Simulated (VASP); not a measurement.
# Lu (P6/mmm) in VASP: further runs

Runs on Lu. Level: PBE. Tasks: relaxation of cell and atoms.

Everything below comes from runs of VASP 6.6.1. Logs are shortened: lines on timing, memory, paths and dates and some standing lists are left out, and cuts for length are marked.

## (1) The cell of the first run

The structure is hexagonal, space group P6/mmm (No. 191). Conventional cell: a = 2.612 Å, b = 2.612 Å, c = 2.455 Å, α = 90.00°, β = 90.00°, γ = 120.00°. Within 3.2 Å of Lu (site symmetry 6/mmm) lie 8 Lu at 2.46 to 2.61 Å.

## (2) Relaxation of cell and atoms, PBE, target pressure 100 GPa, at which the enthalpy is minimised

INCAR

```
SYSTEM = Lu
  PREC = Accurate
  ENCUT = 600
  EDIFF = 1E-7
  ISMEAR = -1
  SIGMA = 0.05
  LREAL = .False.
  LASPH = .True.
  NELM = 60
  ALGO = Normal
  ISIF = 3
  LWAVE = .False.
  LCHARG = .False.
  GGA = PE
  IBRION = 2
  NSW = 60
  EDIFFG = -0.005
  PSTRESS = 1000.0
```

KPOINTS

```
regular mesh
0
Gamma
  17 17 15
  0 0 0
```

POSCAR

```
Lu
1.0
    2.6121229172      0.0000000000      0.0000000000
   -1.3060614586      2.2621648042      0.0000000000
    0.0000000000      0.0000000000      2.4553955422
Lu
1
Direct
    0.0000000000      0.0000000000      0.0000000000
```

Potentials or basis: VASP PAW PBE potentials, release 64 (Lu).

On the command line:

```
$ cat potpaw_PBE.64/Lu/POTCAR > POTCAR
$ mpirun -np 1 vasp_std > vasp.out
```

OUTCAR:

```text
SYSTEM = Lu
   PREC = Accurate
   ENCUT = 600
   EDIFF = 1E-7
   ISMEAR = -1
   LREAL = .False.
   LASPH = .True.
   NELM = 60
   ISIF = 3
   GGA = PE
   IBRION = 2
   NSW = 60
   EDIFFG = -0.005
   PSTRESS = 1000.0

 ion  position               nearest neighbor table
   1  0.000  0.000  0.000-

  LATTYP: Found a hexagonal cell.
 ALAT       =     2.6121229172
 C/A-ratio  =     0.9400000000

  Lattice vectors:

 A1 = (   2.6121229172,   0.0000000000,   0.0000000000)
 A2 = (  -1.3060614586,   2.2621648042,   0.0000000000)
 A3 = (   0.0000000000,   0.0000000000,   2.4553955422)

Analysis of symmetry for initial positions (statically):
=====================================================================
 Subroutine PRICEL returns:
 Original cell was already a primitive cell.

 Routine SETGRP: Setting up the symmetry group for a
 hexagonal supercell.

 Subroutine GETGRP returns: Found 24 space group operations
 (whereof 24 operations were pure point group operations)
 out of a pool of 24 trial point group operations.

The static configuration has the point symmetry D_6h.

Analysis of symmetry for dynamics (positions and initial velocities):
=====================================================================
 Subroutine PRICEL returns:
 Original cell was already a primitive cell.

 Routine SETGRP: Setting up the symmetry group for a
 hexagonal supercell.

 Subroutine GETGRP returns: Found 24 space group operations
 (whereof 24 operations were pure point group operations)
 out of a pool of 24 trial point group operations.

The dynamic configuration has the point symmetry D_6h.

 Subroutine INISYM returns: Found 24 space group operations
 (whereof 24 operations are pure point group operations),
 and found     1 'primitive' translations

----------------------------------------------------------------------------------------

                                     Primitive cell

  volume of cell :      14.5091

  direct lattice vectors                    reciprocal lattice vectors
     2.612122917  0.000000000  0.000000000     0.382830377  0.221027221  0.000000000
    -1.306061459  2.262164804  0.000000000     0.000000000  0.442054442  0.000000000
     0.000000000  0.000000000  2.455395542     0.000000000  0.000000000  0.407266358

  length of vectors
     2.612122917  2.612122917  2.455395542     0.442054442  0.442054442  0.407266358
[... 80 lines left out ...]
   LREAL  =      F    real-space projection
   EDIFFG = -.5E-02   stopping-criterion for IOM
   NSW    =     60    number of steps for IOM
   IBRION =      2    ionic relax: 0-MD 1-quasi-New 2-CG
   NFREE  =      1    steps in history (QN), initial steepest desc. (CG)
   ISIF   =      3    stress and relaxation
   ISYM   =      2    0-nonsym 1-usesym 2-fastsym
   POTIM  = 0.5000    time-step for ionic-motion
   TEBEG  =    0.0;   TEEND  =   0.0 temperature during run
   PSTRESS= 1000.0 pullay stress
   NELECT =      25.0000    total number of electrons
   NUPDOWN=      -1.0000    fix difference up-down
   EMIN   =  10.00;   EMAX   =-10.00  energy-range for DOS
   EFERMI =   0.00;   METHOD = LEGACY
   ISMEAR =    -1;   SIGMA  =   0.05  broadening in eV -4-tet -1-fermi 0-gaus
   EFERMI_NEDOS =   21; number of points for ismear=-14 and -15
   IALGO  =     38    algorithm
   IMIX   =      4    mixing-type and parameters
     AMIX     =   0.40;   BMIX     =  1.00
     AMIX_MAG =   1.60;   BMIX_MAG =  1.00
  volume/ion in A,a.u.               =      14.51        97.91
  Fermi-wavevector in a.u.,A,eV,Ry     =   1.962645  3.708861 52.409301  3.851975
  Thomas-Fermi vector in A             =   2.987272
   LORBIT       =      0    0 simple, 1 ext, 2 COOP (PROOUT), +10 PAW based schemes
   GGA     = PE    functional components
   LHFCALC =     F    Hartree Fock is set to
   AEXX    =    0.0000 exact exchange contribution
   IVDW    =     0    specifies the selected vdW correction
   LEPSILON=     F    determine dielectric tensor
   LRPA    =     F    only Hartree local field effects (RPA)
 conjugate gradient relaxation of ions
 non-spin polarized calculation
  energy-cutoff  :      600.00
  volume of cell :       14.51
 maximum number of plane-waves:       494
 NGX is ok and might be reduce to    24
   NGX = 11   NGY = 11   NGZ =  9

--------------------------------------- Ionic step        1  -------------------------------------------

 number of electron      24.9999997 magnetization

 Free energy of the ion-electron system (eV)
  ---------------------------------------------------
  ext. energy  EPLUGINS =         0.00000000
  ---------------------------------------------------
  free energy    TOTEN  =        -1.11895596 eV

  energy without entropy =       -1.10982382  energy(sigma->0) =       -1.11438989

------------------------ aborting loop because EDIFF is reached ----------------------------------------

  FORCE on cell =-STRESS in cart. coord.  units (eV):
  Direction    XX          YY          ZZ          XY          YZ          ZX
  --------------------------------------------------------------------------------------
  -------------------------------------------------------------------------------------
  Total        9.3193278      9.3193278     10.4038947      0.0000000      0.0000000      0.0000000
  in kB     1029.0959262   1029.0959262   1148.8602858      0.0000000      0.0000000      0.0000000
  external PRESSURE =      69.0173794 kB  Pullay stress =    1000.0000000 kB
[... 209 lines left out ...]
--------------------------------------- Ionic step        7  -------------------------------------------

 number of electron      24.9999992 magnetization

 Free energy of the ion-electron system (eV)
  ---------------------------------------------------
  ext. energy  EPLUGINS =         0.00000000
  ---------------------------------------------------
  free energy    TOTEN  =        -1.29961987 eV

  energy without entropy =       -1.29022627  energy(sigma->0) =       -1.29492307

 E-fermi :   5.2174     XC(G=0): -14.4923

 val. band max:        5.2102232182   @ k =   0.2353   0.0588   0.3333
 cond. band min:       5.2272979460   @ k =   0.3529   0.2353   0.2000
 fundamental gap:      0.0170747279
 Fermi energy:         5.2174077852

 k-point     1 :       0.0000    0.0000    0.0000
  band No.  band energies     occupation
      1     -50.9323      2.00000
      2     -19.7185      2.00000
      3     -19.5324      2.00000
      4     -19.5324      2.00000
      5      -1.4493      2.00000
      6       0.0489      2.00000
[... 433 lines left out ...]
      3     -20.5094      2.00000
      4     -19.3474      2.00000
      5       0.2206      2.00000
      6       0.2897      2.00000
[... 8 lines left out ...]
     15      12.4951      0.00000
     16      13.9081      0.00000

 [... further k-points ...]
[... 5 lines left out ...]
  --------------------------------------------------------------------------------------
  -------------------------------------------------------------------------------------
  Total        9.2281227      9.2281227      9.2291129      0.0000000     -0.0000000     -0.0000000
  in kB     1000.3767937   1000.3767938   1000.4841423      0.0000000     -0.0000000     -0.0000000
  external PRESSURE =       0.4125766 kB  Pullay stress =    1000.0000000 kB
[... 20 lines left out ...]
  energy  without entropy=       -1.2902262684  energy(sigma->0) =       -1.29492307

  enthalpy is  TOTEN    =         7.9250270315 eV   P V=        9.2246469056

 reached required accuracy - stopping structural energy minimisation
```

Wall time 4.4 min (1 thread of Intel Xeon Platinum 8259CL at 2.50GHz (Skylake/Cascade Lake), shared host); peak memory 0.22 GiB.

What came out:

```
Free energy                                            : -1.2996 eV
Relaxed volume                                         : 14.78 Å³/atom
Relaxed cell                                           : a = 2.613 Å, b = 2.613 Å, c = 2.500 Å, α = 90.00°, β = 90.00°, γ = 120.00°
Space group after relaxing (to 0.05 Å)                 : P6/mmm (No. 191)
Energy change on relaxing (the enthalpy is what falls) : -180.7 meV/atom
Ionic steps                                            : 7
Pressure after relaxing                                : 100.0 GPa
```

Step by step:
```tsv
step	energy change (eV)	largest force (eV/Å)	pressure (GPa)	volume (Å³)
1	0.0000	0.0000	106.90	14.51
2	-0.7541	0.0000	78.42	15.85
3	-0.2245	0.0000	98.38	14.85
4	-0.2129	0.0000	98.81	14.83
5	-0.1199	0.0000	102.31	14.69
6	-0.1813	0.0000	100.02	14.78
7	-0.1807	0.0000	100.04	14.78
```

Final structure:
```cif
data_structure
_symmetry_space_group_name_H-M 'P 1'
_symmetry_Int_Tables_number 1
_cell_length_a 2.6129
_cell_length_b 2.6129
_cell_length_c 2.4996
_cell_angle_alpha 90.000
_cell_angle_beta 90.000
_cell_angle_gamma 120.000
_cell_volume 14.78
loop_
_atom_site_label
_atom_site_type_symbol
_atom_site_fract_x
_atom_site_fract_y
_atom_site_fract_z
_atom_site_occupancy
Lu1 Lu 0.00000 0.00000 0.00000 1
```

Caveat: the cell is relaxed towards a set pressure, so the enthalpy falls and the energy may rise; spin-orbit coupling is left out, which moves the levels of the heavy elements.

## (3) Relaxation of cell and atoms, PBE, target pressure 100 GPa, at which the enthalpy is minimised

This run uses another cell than the first one, of 14.65 Å³/atom, 1.010 times its volume.

INCAR

```
PREC = Accurate ; ENCUT = 600
EDIFF = 1E-7 ; ISMEAR = -1
SIGMA = 0.05 ; LREAL = False
LASPH = True ; NELM = 60
ALGO = Normal ; ISIF = 3
LWAVE = False ; LCHARG = False
GGA = PE ; IBRION = 2
NSW = 32 ; EDIFFG = -0.005
PSTRESS = 1000.0
```

KPOINTS

```
regular mesh
0
Gamma
  17 17 15
```

POSCAR

```
Lu
1.0
    2.6057497699      0.0000000000      0.0000000000
   -1.3028748850      2.2566454967      0.0000000000
    0.0000000000      0.0000000000      2.4917486549
Lu
1
Direct
    0.0000000000      0.0000000000      0.0000000000
```

Potentials or basis: VASP PAW PBE potentials, release 64 (Lu).

On the command line:

```
$ cat potpaw_PBE.64/Lu/POTCAR > POTCAR
$ mpirun -np 1 vasp_std > vasp.out
```

Run time: 3.9 min. Hardware: 1 thread of Intel Xeon Platinum 8259CL at 2.50GHz (Skylake/Cascade Lake), shared host; peak memory 0.22 GiB.

The run converged. Its results:

- Free energy: -1.3008 eV
- Relaxed volume: 14.78 Å³/atom
- Relaxed cell: a = 2.613 Å, b = 2.613 Å, c = 2.500 Å, α = 90.00°, β = 90.00°, γ = 120.00°
- Space group after relaxing (to 0.05 Å): P6/mmm (No. 191)
- Energy change on relaxing (the enthalpy is what falls): -81.9 meV/atom
- Ionic steps: 8
- Pressure after relaxing: 100.0 GPa

Step by step:
```
step  energy change (eV)  largest force (eV/Å)  pressure (GPa)  volume (Å³)
   1              0.0000                0.0000          103.02        14.65
   2             -0.3562                0.0000           89.74        15.25
   3             -0.0827                0.0000           99.96        14.78
   4             -0.0811                0.0000          100.00        14.78
   5             -0.0809                0.0000          100.00        14.78
   6             -0.0810                0.0000          100.08        14.78
   7             -0.0810                0.0000          100.06        14.78
   8             -0.0819                0.0000          100.03        14.78
```

Final structure:
```cif
data_structure
_symmetry_space_group_name_H-M 'P 1'
_symmetry_Int_Tables_number 1
_cell_length_a 2.6129
_cell_length_b 2.6129
_cell_length_c 2.4999
_cell_angle_alpha 90.000
_cell_angle_beta 90.000
_cell_angle_gamma 120.000
_cell_volume 14.78
loop_
_atom_site_label
_atom_site_type_symbol
_atom_site_fract_x
_atom_site_fract_y
_atom_site_fract_z
_atom_site_occupancy
Lu1 Lu 0.00000 0.00000 0.00000 1
```

Levels at points of the mesh, in eV from the Fermi level:
| k point | band 9 | band 10 | band 11 | band 12 | band 13 | band 14 | band 15 | band 16 |
| --- | --- | --- | --- | --- | --- | --- | --- | --- |
| (0.00, 0.00, 0.00) | -4.65 | -4.65 | -4.63 | -4.39 | -1.97 | 2.93 | 2.93 | 12.83 |

Caveat: the cell is relaxed towards a set pressure, so the enthalpy falls and the energy may rise; spin-orbit coupling is left out, which moves the levels of the heavy elements.
